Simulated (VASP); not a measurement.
Wanted: the native input for a VASP 6.6.1 run.

| Item | Value |
| --- | --- |
| Task | single point |
| Functional | PBE |
| Dispersion | D4 |
| Potentials or basis | VASP PAW PBE potentials, release 64 (Cd, Se) |
| Cutoff | 520 eV |
| k mesh | 7 × 7 × 4 |
| Occupations | fermi-dirac, width 0.05 eV |
| Spin | no spin polarisation |
| Dipole correction | no |
| Further INCAR settings | ALGO = Normal; EDIFF = 1e-06; NBANDS = 26 |

The structure of CdSe lies in POSCAR:

```
CdSe
1.0
    4.3227198985      0.0000000000      0.0000000000
   -2.1613599493      3.7435852456      0.0000000000
    0.0000000000      0.0000000000      7.0643696111
Cd Se
2 2
Direct
    0.6666666667      0.3333333333      0.5048550158
    0.3333333333      0.6666666667      0.0048550158
    0.6666666667      0.3333333333      0.8801449842
    0.3333333333      0.6666666667      0.3801449842
```

These files were run (other wordings do the same):

INCAR

```
  ALGO = Normal
  EDIFF = 1E-6
  ENCUT = 520
  GGA = PE
  ISIF = 2
  ISMEAR = -1
  IVDW = 13
  LASPH = True
  LCHARG = False
  LREAL = False
  LWAVE = False
  NBANDS = 26
  NELM = 80
  PREC = Accurate
  SIGMA = 0.05
```

KPOINTS

```
k-points
0
Gamma
  7 7 4
```

Potentials or basis: VASP PAW PBE potentials, release 64 (Cd, Se).

Launch:

```sh
$ cat potpaw_PBE.64/Cd/POTCAR potpaw_PBE.64/Se/POTCAR > POTCAR
$ mpirun -np 1 vasp_std > vasp.out
```

It gave:

The pressure is 0.3 GPa. The band gap on the k mesh is 0.63 eV and the dispersion energy per atom is -0.318 eV.

Run time: 24 s on 1 thread of Intel(R) Xeon(R) 6975P-C (Granite Rapids), with other jobs on the host, peak memory 0.25 GiB.
